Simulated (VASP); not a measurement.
# Mg2Sn (I4/mmm) in VASP: single point with HSE06

Aim: the single point of Mg2Sn with HSE06.

Everything below comes from runs of VASP 6.6.1. Logs are shortened: lines on timing, memory, paths and dates and some standing lists are left out, and cuts for length are marked.

**1. The cell of the first run**

Symmetry: I4/mmm, No. 139, tetragonal system. Conventional cell: a = 4.780 Å, b = 4.780 Å, c = 6.895 Å, α = 90.00°, β = 90.00°, γ = 90.00°. Sn (site symmetry 4/mmm) has 8 Mg at 2.95 Å within 3.9 Å. Mg (site symmetry -4m2) has 4 Sn at 2.95 Å and 6 Mg at 3.38 to 3.45 Å within 3.9 Å.

**2. Single point, HSE06 (uniaxial z strain +2.0%)**

POSCAR reads:

```
Mg2Sn
1.0
    0.0000000000      3.3799352829      3.4475339886
    3.3799352829      0.0000000000      3.4475339886
    3.3799352829      3.3799352829      0.0000000000
Sn Mg
1 2
Direct
    0.0000000000      0.0000000000      0.0000000000
    0.2500000000      0.2500000000      0.2500000000
    0.7500000000      0.7500000000      0.7500000000
```

INCAR.step1 reads:

```
SYSTEM = Mg2Sn
ALGO = Normal
EDIFF = 1E-5
ENCUT = 520
GGA = PE
GGA_COMPAT = .FALSE.
ISIF = 2
ISMEAR = -1
LASPH = .TRUE.
LREAL = .FALSE.
LWAVE = .TRUE.
NBANDS = 16
NELM = 120
PREC = Accurate
SIGMA = 0.02
```

INCAR.step2 reads:

```
SYSTEM = Mg2Sn
ALGO = Normal
EDIFF = 1E-6
ENCUT = 520
GGA = PE
GGA_COMPAT = .FALSE.
HFSCREEN = 0.2079
ISIF = 2
ISMEAR = -1
ISTART = 1
LASPH = .TRUE.
LCHARG = .TRUE.
LELF = .TRUE.
LHFCALC = .TRUE.
LREAL = .FALSE.
LVHAR = .TRUE.
LWAVE = .FALSE.
NBANDS = 16
NELM = 120
PREC = Accurate
PRECFOCK = Normal
SIGMA = 0.02
```

KPOINTS reads:

```
k-points
0
G
  4 4 4
  0 0 0
```

Potentials or basis: VASP PAW PBE potentials, release 64 (Sn_d, Mg).

The run is started by

```bash
$ cat potpaw_PBE.64/Sn_d/POTCAR potpaw_PBE.64/Mg/POTCAR > POTCAR
$ cp INCAR.step1 INCAR
$ mpirun -np 1 vasp_std > vasp.out
$ cp INCAR.step2 INCAR
$ mpirun -np 1 vasp_std > vasp.out
```

OUTCAR:

```text
SYSTEM = Mg2Sn
   EDIFF = 1E-6
   ENCUT = 520
   GGA = PE
   HFSCREEN = 0.2079
   ISIF = 2
   ISMEAR = -1
   ISTART = 1
   LASPH = .TRUE.
   LHFCALC = .TRUE.
   LREAL = .FALSE.
   NELM = 120
   PREC = Accurate
   PRECFOCK = Normal

 ion  position               nearest neighbor table
   1  0.000  0.000  0.000-   3 2.95   3 2.95   3 2.95   2 2.95   3 2.95   2 2.95   2 2.95   2 2.95

   2  0.250  0.250  0.250-   1 2.95   1 2.95   1 2.95   1 2.95   3 3.38   3 3.38   3 3.38   3 3.38
                             3 3.45   3 3.45
   3  0.750  0.750  0.750-   1 2.95   1 2.95   1 2.95   1 2.95   2 3.38   2 3.38   2 3.38   2 3.38
                             2 3.45   2 3.45

  LATTYP: Found a body centered tetragonal cell.
 ALAT       =     4.7799503170
 C/A-ratio  =     1.4424978336

  Lattice vectors:

 A1 = (  -3.3799352829,   0.0000000000,   3.4475339886)
 A2 = (   3.3799352829,   0.0000000000,   3.4475339886)
 A3 = (   0.0000000000,   3.3799352829,  -3.4475339886)

Analysis of symmetry for initial positions (statically):
=====================================================================
 Subroutine PRICEL returns:
 Original cell was already a primitive cell.

 Routine SETGRP: Setting up the symmetry group for a
 body centered tetragonal supercell.

 Subroutine GETGRP returns: Found 16 space group operations
 (whereof 16 operations were pure point group operations)
 out of a pool of 16 trial point group operations.

The static configuration has the point symmetry D_4h.

Analysis of symmetry for dynamics (positions and initial velocities):
=====================================================================
 Subroutine PRICEL returns:
 Original cell was already a primitive cell.

 Routine SETGRP: Setting up the symmetry group for a
 body centered tetragonal supercell.

 Subroutine GETGRP returns: Found 16 space group operations
 (whereof 16 operations were pure point group operations)
 out of a pool of 16 trial point group operations.

The dynamic configuration has the point symmetry D_4h.

 Subroutine INISYM returns: Found 16 space group operations
 (whereof 16 operations are pure point group operations),
 and found     1 'primitive' translations

----------------------------------------------------------------------------------------

[... 88 lines left out ...]
   ISIF   =      2    stress and relaxation
   ISYM   =      3    0-nonsym 1-usesym 2-fastsym
   POTIM  = 0.5000    time-step for ionic-motion
   TEBEG  =    0.0;   TEEND  =   0.0 temperature during run
   PSTRESS=    0.0 pullay stress
   NELECT =      18.0000    total number of electrons
   NUPDOWN=      -1.0000    fix difference up-down
   EMIN   =  10.00;   EMAX   =-10.00  energy-range for DOS
   EFERMI =   0.00;   METHOD = LEGACY
   ISMEAR =    -1;   SIGMA  =   0.02  broadening in eV -4-tet -1-fermi 0-gaus
   EFERMI_NEDOS =   21; number of points for ismear=-14 and -15
   IALGO  =     38    algorithm
   IMIX   =      1    mixing-type and parameters
     AMIX     =   0.40;   BMIX     =  1.00
     AMIX_MAG =   1.60;   BMIX_MAG =  1.00
  volume/ion in A,a.u.               =      26.26       177.19
  Fermi-wavevector in a.u.,A,eV,Ry     =   1.000877  1.891383 13.629692  1.001754
  Thomas-Fermi vector in A             =   2.133262
   LORBIT       =      0    0 simple, 1 ext, 2 COOP (PROOUT), +10 PAW based schemes
   GGA     = PE    functional components
   LHFCALC =     T    Hartree Fock is set to
   PRECFOCK=normal    Normal, Fast or Accurate (Low or Medium for compatibility)
   ENCUT4O =  -1.0   cutoff for four orbital integrals eV
   NKREDX  =     1    reduce k-point grid by
   NKREDY  =     1    reduce k-point grid by
   NKREDZ  =     1    reduce k-point grid by
   AEXX    =    0.2500 exact exchange contribution
   HFSCREEN=    0.2079 screening length (either q_TF or 0.3 A-1)
   HFSCREENC=   0.2079 screening length for correlation (either q_TF or 0.3 A-1)
   ENCUTFOCK=  -1.0 apply spherical cutoff to Coloumb kernel
   IVDW    =     0    specifies the selected vdW correction
   LEPSILON=     F    determine dielectric tensor
   LRPA    =     F    only Hartree local field effects (RPA)
 non-spin polarized calculation
  energy-cutoff  :      520.00
  volume of cell :       78.77
 maximum number of plane-waves:      2148
  NGX = 28; NGY = 28; NGZ = 28

 number of electron      17.9999999 magnetization

 Free energy of the ion-electron system (eV)
  ---------------------------------------------------
  ext. energy  EPLUGINS =         0.00000000
  ---------------------------------------------------
  free energy    TOTEN  =        -8.12804880 eV

  energy without entropy =       -8.12630222  energy(sigma->0) =       -8.12717551

 E-fermi :   3.9967     XC(G=0):  -7.2594

 val. band max:        3.9946949554   @ k =   0.0000   0.0000   0.0000
 cond. band min:       3.9985903586   @ k =   0.5000   0.0000   0.5000
 fundamental gap:      0.0038954032
 Fermi energy:         3.9967240417

 k-point     1 :       0.0000    0.0000    0.0000
  band No.  band energies     occupation
      1     -19.0233      2.00000
      2     -19.0225      2.00000
      3     -19.0225      2.00000
      4     -18.9903      2.00000
      5     -18.9892      2.00000
      6      -6.0849      2.00000
[... 224 lines left out ...]
      3     -19.0160      2.00000
      4     -18.9912      2.00000
      5     -18.9870      2.00000
      6      -4.0252      2.00000
[... 8 lines left out ...]
     15      12.6270      0.00000
     16      13.2291      0.00000

------------------------ aborting loop because EDIFF is reached ----------------------------------------

  FORCE on cell =-STRESS in cart. coord.  units (eV):
  Direction    XX          YY          ZZ          XY          YZ          ZX
  --------------------------------------------------------------------------------------
  -------------------------------------------------------------------------------------
  Total       -0.3035957     -0.3035957     -0.6644695      0.0000000     -0.0000000      0.0000000
  in kB       -6.1751981     -6.1751981    -13.5154435      0.0000000     -0.0000000      0.0000000
  external PRESSURE =      -8.6219466 kB  Pullay stress =       0.0000000 kB

 VOLUME and BASIS-vectors are now :
 -----------------------------------------------------------------------------
  energy-cutoff  :      520.00
  volume of cell :       78.77
      direct lattice vectors                 reciprocal lattice vectors
     0.000000000  3.379935283  3.447533989    -0.147931827  0.147931827  0.145031202
     3.379935283  0.000000000  3.447533989     0.147931827 -0.147931827  0.145031202
     3.379935283  3.379935283  0.000000000     0.147931827  0.147931827 -0.145031202

 POSITION                                       TOTAL-FORCE (eV/Angst)
 -----------------------------------------------------------------------------------
      0.00000      0.00000      0.00000        -0.000000      0.000000      0.000000
      1.68997      1.68997      1.72377        -0.000000     -0.000000      0.000000
      5.06990      5.06990      5.17130         0.000000      0.000000     -0.000000
 -----------------------------------------------------------------------------------
    total drift:                                0.000031     -0.000105     -0.000303

  FREE ENERGIE OF THE ION-ELECTRON SYSTEM (eV)
  ---------------------------------------------------
  free  energy   TOTEN  =        -8.1280488006 eV

  energy  without entropy=       -8.1263022224  energy(sigma->0) =       -8.12717551
```

OUTCAR.step1:

```text
SYSTEM = Mg2Sn
   EDIFF = 1E-5
   ENCUT = 520
   GGA = PE
   ISIF = 2
[... 462 lines left out ...]
      0.00000      0.00000      0.00000         0.000000      0.000000      0.000000
      1.68997      1.68997      1.72377         0.000000      0.000000      0.000000
      5.06990      5.06990      5.17130        -0.000000     -0.000000     -0.000000
 -----------------------------------------------------------------------------------
    total drift:                               -0.000000      0.000000     -0.000000

  FREE ENERGIE OF THE ION-ELECTRON SYSTEM (eV)
  ---------------------------------------------------
  free  energy   TOTEN  =        -7.2505806180 eV

  energy  without entropy=       -7.2497066726  energy(sigma->0) =       -7.25014365
```

Wall time 35 min (1 thread of AMD EPYC 7R43 (Zen 3), shared host); peak memory 0.29 GiB.

Results:

- Free energy: -8.1280 eV
- Pressure: -0.9 GPa

Caveat: the k points lie up to 0.40 Å⁻¹ apart; the cell differs from its parent crystal (uniaxial z strain +2.0%); the PAW data sets were made with another functional, which shifts forces and pressure a little; spin-orbit coupling is left out, which moves the levels of the heavy elements.
